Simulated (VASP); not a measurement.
# TaPtSe4 (F-43m) in VASP: notebook

Runs on TaPtSe4. Level: PBE. Tasks: single point, relaxation of cell and atoms.

All numbers are computed with VASP 6.6.1; they aren't measurements. Logs are shortened: lines on timing, memory, paths and dates and some standing lists are left out, and cuts for length are marked.

### Step 1. The cell of the first run

It takes space group F-43m (No. 216, cubic). The conventional cell has a = 7.737 Å, b = 7.737 Å, c = 7.737 Å, α = 90.00°, β = 90.00°, γ = 90.00°. Within 4.2 Å of Ta (site symmetry -43m) lie 12 Se at 3.21 Å and 4 Pt at 3.35 Å. Pt (site symmetry -43m) has 12 Se at 3.21 Å and 4 Ta at 3.35 Å within 4.2 Å. Within 3.6 Å of Se (site symmetry 3m) lie 6 Se at 2.73 to 2.74 Å and 3 Ta at 3.21 Å and 3 Pt at 3.21 Å.

### Step 2. Single point, PBE

The input, INCAR:

```
SYSTEM = TaPtSe4
ALGO = Normal ; EDIFF = 1E-7
ENCUT = 520 ; GGA = PE
ISIF = 2 ; ISMEAR = 0
LASPH = .True. ; LCHARG = .True.
LELF = .True. ; LREAL = .False.
LVHAR = .True. ; LWAVE = .False.
NBANDS = 32 ; NELM = 100
PREC = Accurate ; SIGMA = 0.1
```

The input, KPOINTS:

```
k-points
0
Gamma
  8 8 8
  0 0 0
```

The input, POSCAR:

```
TaPtSe4
1.0
    0.0000000000      3.8684013070      3.8684013070
    3.8684013070      0.0000000000      3.8684013070
    3.8684013070      3.8684013070      0.0000000000
Ta Pt Se
1 1 4
Direct
    0.7500000000      0.7500000000      0.7500000000
    0.0000000000      0.0000000000      0.0000000000
    0.3750404023      0.3750404023      0.8748787930
    0.8748787930      0.3750404023      0.3750404023
    0.3750404023      0.3750404023      0.3750404023
    0.3750404023      0.8748787930      0.3750404023
```

Potentials or basis: VASP PAW PBE potentials, release 64 (Ta_pv, Pt, Se).

Run with:

```console
$ cat potpaw_PBE.64/Ta_pv/POTCAR potpaw_PBE.64/Pt/POTCAR potpaw_PBE.64/Se/POTCAR > POTCAR
$ mpirun -np 1 vasp_std > vasp.out
```

OUTCAR:

```text
SYSTEM = TaPtSe4
   EDIFF = 1E-7
   ENCUT = 520
   GGA = PE
   ISIF = 2
   ISMEAR = 0
   LASPH = .True.
   LREAL = .False.
   NELM = 100
   PREC = Accurate

 ion  position               nearest neighbor table
   1  0.750  0.750  0.750-   2 3.35   2 3.35   2 3.35   2 3.35
   2  0.000  0.000  0.000-   1 3.35   1 3.35   1 3.35   1 3.35
   3  0.375  0.375  0.875-   4 2.73   5 2.73   6 2.73   5 2.74   6 2.74   4 2.74
   4  0.875  0.375  0.375-   3 2.73   5 2.73   6 2.73   5 2.74   3 2.74   6 2.74
   5  0.375  0.375  0.375-   3 2.73   4 2.73   6 2.73   3 2.74   6 2.74   4 2.74
   6  0.375  0.875  0.375-   3 2.73   4 2.73   5 2.73   3 2.74   5 2.74   4 2.74

  LATTYP: Found a face centered cubic cell.
 ALAT       =     7.7368026140

  Lattice vectors:

 A1 = (   0.0000000000,   3.8684013070,   3.8684013070)
 A2 = (   3.8684013070,   0.0000000000,   3.8684013070)
 A3 = (   3.8684013070,   3.8684013070,   0.0000000000)

Analysis of symmetry for initial positions (statically):
=====================================================================
 Subroutine PRICEL returns:
 Original cell was already a primitive cell.

 Routine SETGRP: Setting up the symmetry group for a
 face centered cubic supercell.

 Subroutine GETGRP returns: Found 24 space group operations
 (whereof 24 operations were pure point group operations)
 out of a pool of 48 trial point group operations.

The static configuration has the point symmetry T_d .

Analysis of symmetry for dynamics (positions and initial velocities):
=====================================================================
 Subroutine PRICEL returns:
 Original cell was already a primitive cell.

 Routine SETGRP: Setting up the symmetry group for a
 face centered cubic supercell.

 Subroutine GETGRP returns: Found 24 space group operations
 (whereof 24 operations were pure point group operations)
 out of a pool of 48 trial point group operations.

The dynamic configuration has the point symmetry T_d .

 Subroutine INISYM returns: Found 24 space group operations
 (whereof 24 operations are pure point group operations),
 and found     1 'primitive' translations

----------------------------------------------------------------------------------------

                                     Primitive cell

  volume of cell :     115.7776

  direct lattice vectors                    reciprocal lattice vectors
     0.000000000  3.868401307  3.868401307    -0.129252360  0.129252360  0.129252360
     3.868401307  0.000000000  3.868401307     0.129252360 -0.129252360  0.129252360
     3.868401307  3.868401307  0.000000000     0.129252360  0.129252360 -0.129252360

  length of vectors
     5.470745593  5.470745593  5.470745593     0.223871655  0.223871655  0.223871655

  position of ions in fractional coordinates (direct lattice)
     0.750000000  0.750000000  0.750000000
     0.000000000  0.000000000  0.000000000
     0.375040402  0.375040402  0.874878793
     0.874878793  0.375040402  0.375040402
     0.375040402  0.375040402  0.375040402
     0.375040402  0.874878793  0.375040402

  ion indices of the primitive-cell ions
   primitive index   ion index
                 1           1
                 2           2
                 3           3
                 4           4
                 5           5
                 6           6

----------------------------------------------------------------------------------------

 KPOINTS: k-points

Automatic generation of k-mesh.
 Grid dimensions read from file:
 generate k-points for:    8    8    8

 Generating k-lattice:

  Cartesian coordinates                     Fractional coordinates (reciprocal lattice)
    -0.016156545  0.016156545  0.016156545     0.125000000  0.000000000  0.000000000
     0.016156545 -0.016156545  0.016156545     0.000000000  0.125000000  0.000000000
     0.016156545  0.016156545 -0.016156545     0.000000000  0.000000000  0.125000000

  Length of vectors
     0.027983957  0.027983957  0.027983957

  Shift w.r.t. Gamma in fractional coordinates (k-lattice)
     0.000000000  0.000000000  0.000000000

 Subroutine IBZKPT returns following result:
 ===========================================

 Found     29 irreducible k-points:

 Following reciprocal coordinates:
            Coordinates               Weight
  0.000000  0.000000  0.000000      1.000000
  0.125000  0.000000  0.000000      8.000000
  0.250000  0.000000  0.000000      8.000000
  0.375000  0.000000  0.000000      8.000000
  0.500000  0.000000  0.000000      4.000000
  0.125000  0.125000  0.000000      6.000000
[... 16 lines left out ...]
  0.500000  0.250000  0.125000     48.000000
 -0.375000  0.250000  0.125000     24.000000
 [... further k-points ...]
   k-points           NKPTS =     29   k-points in BZ     NKDIM =     29   number of bands    NBANDS=     32
   number of dos      NEDOS =    301   number of ions     NIONS =      6
   total plane-waves  NPLWV =  74088
   dimension x,y,z NGX =    42 NGY =   42 NGZ =   42
   dimension x,y,z NGXF=    84 NGYF=   84 NGZF=   84
   ions per type =               1   1   4
   NGX,Y,Z   is equivalent  to a cutoff of  12.76, 12.76, 12.76 a.u.
   NGXF,Y,Z  is equivalent  to a cutoff of  25.53, 25.53, 25.53 a.u.
 SYSTEM =  TaPtSe4
   PREC   = accura    normal or accurate (medium, high low for compatibility)
   ISTART =      0    job   : 0-new  1-cont  2-samecut
   ICHARG =      2    charge: 1-file 2-atom 10-const
   ISPIN  =      1    spin polarized calculation?
   LNONCOLLINEAR =      F non collinear calculations
   LSORBIT =      F    spin-orbit coupling
   LASPH  =      T    aspherical Exc in radial PAW
   ENCUT  =  520.0 eV  38.22 Ry    6.18 a.u.  10.17 10.17 10.17*2*pi/ulx,y,z
   NELM   =    100;   NELMIN=  2; NELMDL= -5     # of ELM steps
   EDIFF  = 0.1E-06   stopping-criterion for ELM
   LREAL  =      F    real-space projection
   EDIFFG = 0.1E-05   stopping-criterion for IOM
   NSW    =      0    number of steps for IOM
   IBRION =     -1    ionic relax: 0-MD 1-quasi-New 2-CG
   NFREE  =      0    steps in history (QN), initial steepest desc. (CG)
   ISIF   =      2    stress and relaxation
   ISYM   =      2    0-nonsym 1-usesym 2-fastsym
   POTIM  = 0.5000    time-step for ionic-motion
   TEBEG  =    0.0;   TEEND  =   0.0 temperature during run
   PSTRESS=    0.0 pullay stress
   NELECT =      45.0000    total number of electrons
   NUPDOWN=      -1.0000    fix difference up-down
   EMIN   =  10.00;   EMAX   =-10.00  energy-range for DOS
   EFERMI =   0.00;   METHOD = LEGACY
   ISMEAR =     0;   SIGMA  =   0.10  broadening in eV -4-tet -1-fermi 0-gaus
   EFERMI_NEDOS =   21; number of points for ismear=-14 and -15
   IALGO  =     38    algorithm
   IMIX   =      4    mixing-type and parameters
     AMIX     =   0.40;   BMIX     =  1.00
     AMIX_MAG =   1.60;   BMIX_MAG =  1.00
  volume/ion in A,a.u.               =      19.30       130.22
  Fermi-wavevector in a.u.,A,eV,Ry     =   1.194733  2.257718 19.420774  1.427387
  Thomas-Fermi vector in A             =   2.330716
   LORBIT       =      0    0 simple, 1 ext, 2 COOP (PROOUT), +10 PAW based schemes
   GGA     = PE    functional components
   LHFCALC =     F    Hartree Fock is set to
   AEXX    =    0.0000 exact exchange contribution
   IVDW    =     0    specifies the selected vdW correction
   LEPSILON=     F    determine dielectric tensor
   LRPA    =     F    only Hartree local field effects (RPA)
 non-spin polarized calculation
 Gauss-broadening in eV      SIGMA  =   0.10
  energy-cutoff  :      520.00
  volume of cell :      115.78
 maximum number of plane-waves:      3142
 NGX is ok and might be reduce to    42
   NGX = 21   NGY = 21   NGZ = 21

 number of electron      45.0000004 magnetization

 Free energy of the ion-electron system (eV)
  ---------------------------------------------------
  ext. energy  EPLUGINS =         0.00000000
  ---------------------------------------------------
  free energy    TOTEN  =       -25.69534080 eV

  energy without entropy =      -25.66840047  energy(sigma->0) =      -25.68187064

 E-fermi :   7.0070     XC(G=0): -11.2737

 val. band max:        6.9836048594   @ k =   0.5000   0.5000   0.0000
 cond. band min:       7.0167120435   @ k =  -0.3750   0.3750   0.0000
 fundamental gap:      0.0331071841
 Fermi energy:         7.0070301162

 k-point     1 :       0.0000    0.0000    0.0000
  band No.  band energies     occupation
      1     -29.1813      2.00000
      2     -29.1813      2.00000
      3     -29.1813      2.00000
      4     -10.3337      2.00000
      5      -5.7590      2.00000
      6      -5.7590      2.00000
[... 24 lines left out ...]
     31       9.8509      0.00000
     32       9.9418      0.00000

 k-point     2 :       0.1250    0.0000    0.0000
  band No.  band energies     occupation
      1     -29.1815      2.00000
      2     -29.1814      2.00000
      3     -29.1814      2.00000
      4     -10.2530      2.00000
      5      -6.1129      2.00000
      6      -5.7851      2.00000
[... 24 lines left out ...]
     31       9.6159      0.00000
     32      10.0139      0.00000

 k-point     3 :       0.2500    0.0000    0.0000
  band No.  band energies     occupation
      1     -29.1818      2.00000
      2     -29.1814      2.00000
      3     -29.1814      2.00000
      4     -10.0250      2.00000
      5      -6.8339      2.00000
      6      -5.8458      2.00000
[... 24 lines left out ...]
     31       9.7124      0.00000
     32      10.9949      0.00000

 k-point     4 :       0.3750    0.0000    0.0000
  band No.  band energies     occupation
      1     -29.1821      2.00000
      2     -29.1814      2.00000
      3     -29.1814      2.00000
      4      -9.7139      2.00000
      5      -7.5172      2.00000
      6      -5.9036      2.00000
[... 654 lines left out ...]
     31       9.5125      0.00000
     32      11.1069      0.00000

 k-point    23 :       0.5000    0.2500    0.1250
  band No.  band energies     occupation
      1     -29.1821      2.00000
      2     -29.1817      2.00000
      3     -29.1815      2.00000
      4      -9.5085      2.00000
      5      -7.7950      2.00000
      6      -6.0669      2.00000
[... 24 lines left out ...]
     31       9.5874      0.00000
     32      11.5823      0.00000

 k-point    24 :      -0.3750    0.2500    0.1250
  band No.  band energies     occupation
      1     -29.1822      2.00000
      2     -29.1817      2.00000
      3     -29.1815      2.00000
      4      -9.3139      2.00000
      5      -8.0778      2.00000
      6      -6.1018      2.00000
[... 24 lines left out ...]
     31       9.6564      0.00000
     32      11.0447      0.00000

 [... further k-points ...]
[... 5 lines left out ...]
  --------------------------------------------------------------------------------------
  -------------------------------------------------------------------------------------
  Total        0.0221046      0.0221046      0.0221046      0.0000000      0.0000000      0.0000000
  in kB        0.3058925      0.3058925      0.3058925      0.0000000      0.0000000      0.0000000
  external PRESSURE =       0.3058925 kB  Pullay stress =       0.0000000 kB

 VOLUME and BASIS-vectors are now :
 -----------------------------------------------------------------------------
  energy-cutoff  :      520.00
  volume of cell :      115.78
      direct lattice vectors                 reciprocal lattice vectors
     0.000000000  3.868401307  3.868401307    -0.129252360  0.129252360  0.129252360
     3.868401307  0.000000000  3.868401307     0.129252360 -0.129252360  0.129252360
     3.868401307  3.868401307  0.000000000     0.129252360  0.129252360 -0.129252360

 POSITION                                       TOTAL-FORCE (eV/Angst)
 -----------------------------------------------------------------------------------
      5.80260      5.80260      5.80260        -0.000000     -0.000000     -0.000000
      0.00000      0.00000      0.00000        -0.000000     -0.000000     -0.000000
      4.83519      4.83519      2.90161         0.001469      0.001469     -0.001469
      2.90161      4.83519      4.83519        -0.001469      0.001469      0.001469
      2.90161      2.90161      2.90161        -0.001469     -0.001469     -0.001469
      4.83519      2.90161      4.83519         0.001469     -0.001469      0.001469
 -----------------------------------------------------------------------------------
    total drift:                                0.000000      0.000000      0.000000

  FREE ENERGIE OF THE ION-ELECTRON SYSTEM (eV)
  ---------------------------------------------------
  free  energy   TOTEN  =       -25.6953408041 eV

  energy  without entropy=      -25.6684004749  energy(sigma->0) =      -25.68187064
```

Wall time 2.8 min (1 thread of AMD EPYC 9R45 (Zen 5), shared host); peak memory 0.28 GiB.

What came out:

| Item | Value |
| --- | --- |
| Free energy | -25.6953 eV |
| Pressure | 0.0 GPa |

Forces on the atoms (eV/Å):
```
Ta   0.000  0.000  0.000
Pt   0.000  0.000  0.000
Se   0.001  0.001 -0.001
Se  -0.001  0.001  0.001
Se  -0.001 -0.001 -0.001
Se   0.001 -0.001  0.001
```

Caveat: spin-orbit coupling is left out, which moves the levels of the heavy elements.

### Step 3. Relaxation of cell and atoms, PBE

This run uses another cell than the first one, of 19.41 Å³/atom, 1.006 times its volume.

The input, INCAR:

```
  ALGO = Normal
  EDIFF = 1E-6
  EDIFFG = -0.01
  ENCUT = 600
  GGA = PE
  IBRION = 2
  ISIF = 3
  ISMEAR = 0
  LASPH = True
  LCHARG = False
  LREAL = False
  LWAVE = False
  NELM = 100
  NSW = 100
  PREC = Accurate
  SIGMA = 0.1
```

The input, KPOINTS:

```
k-points
0
Gamma
  8 8 8
```

The input, POSCAR:

```
TaPtSe4
1.0
    0.0000000000      3.8762232142      3.8762232142
    3.8762232142      0.0000000000      3.8762232142
    3.8762232142      3.8762232142      0.0000000000
Ta Pt Se
1 1 4
Direct
    0.7500000000      0.7500000000      0.7500000000
    0.0000000000      0.0000000000      0.0000000000
    0.3753074197      0.3753074197      0.8740777408
    0.8740777408      0.3753074197      0.3753074197
    0.3753074197      0.3753074197      0.3753074197
    0.3753074197      0.8740777408      0.3753074197
```

Potentials or basis: VASP PAW PBE potentials, release 64 (Ta_pv, Pt, Se).

Run with:

```console
$ cat potpaw_PBE.64/Ta_pv/POTCAR potpaw_PBE.64/Pt/POTCAR potpaw_PBE.64/Se/POTCAR > POTCAR
$ mpirun -np 1 vasp_std > vasp.out
```

Wall time 9.3 min (1 thread of AMD EPYC 9R45 (Zen 5), shared host); peak memory 0.38 GiB.

Results (log left out):

```yaml
Free_energy: -25.6954 eV
Relaxed_volume: 19.31 Å³/atom
Relaxed_cell: a = 5.472 Å, b = 5.472 Å, c = 5.472 Å, α = 60.00°, β = 60.00°, γ = 60.00°
Space_group_after_relaxing_to_0.05_Å: F-43m (No. 216)
Energy_gained_by_relaxing: 0.3 meV/atom
Ionic_steps: 5
Pressure_after_relaxing: 0.0 GPa
Largest_force_after_relaxing: 0.003 eV/Å
```

Forces on the atoms (eV/Å):
```
Ta   0.000  0.000  0.000
Pt   0.000  0.000  0.000
Se  -0.002 -0.002  0.002
Se   0.002 -0.002 -0.002
Se   0.002  0.002  0.002
Se  -0.002  0.002 -0.002
```

The path:
| step | energy change (eV) | largest force (eV/Å) | pressure (GPa) | volume (Å³) |
| --- | --- | --- | --- | --- |
| 1 | 0.0000 | 0.0801 | -0.52 | 116.48 |
| 2 | -0.0012 | 0.0036 | 0.35 | 115.42 |
| 3 | -0.0016 | 0.0240 | 0.06 | 115.76 |
| 4 | -0.0016 | 0.0252 | 0.06 | 115.77 |
| 5 | -0.0017 | 0.0034 | -0.01 | 115.85 |

Final structure:
```
Ta Pt Se
1.0
     0.00000    3.86921    3.86921
     3.86921    0.00000    3.86921
     3.86921    3.86921    0.00000
Ta Pt Se
1 1 4
Cartesian
  5.8038 5.8038 5.8038
  0.0000 0.0000 0.0000
  4.8364 4.8364 2.9021
  2.9021 4.8364 4.8364
  2.9021 2.9021 2.9021
  4.8364 2.9021 4.8364
```

Levels at points of the mesh, in eV from the Fermi level:
| k point | band 19 | band 20 | band 21 | band 22 | band 23 | band 24 | band 25 | band 26 |
| --- | --- | --- | --- | --- | --- | --- | --- | --- |
| (0.00, 0.00, 0.00) | -1.08 | 0.59 | 0.59 | 0.59 | 1.30 | 1.30 | 1.30 | 1.43 |
| (0.50, 0.00, 0.00) | -1.68 | -1.23 | -1.06 | -1.06 | 0.12 | 0.12 | 0.58 | 1.21 |
| (0.50, 0.50, 0.00) | -2.22 | -1.74 | -1.51 | -0.31 | -0.02 | 0.26 | 0.26 | 0.40 |

Caveat: spin-orbit coupling is left out, which moves the levels of the heavy elements.
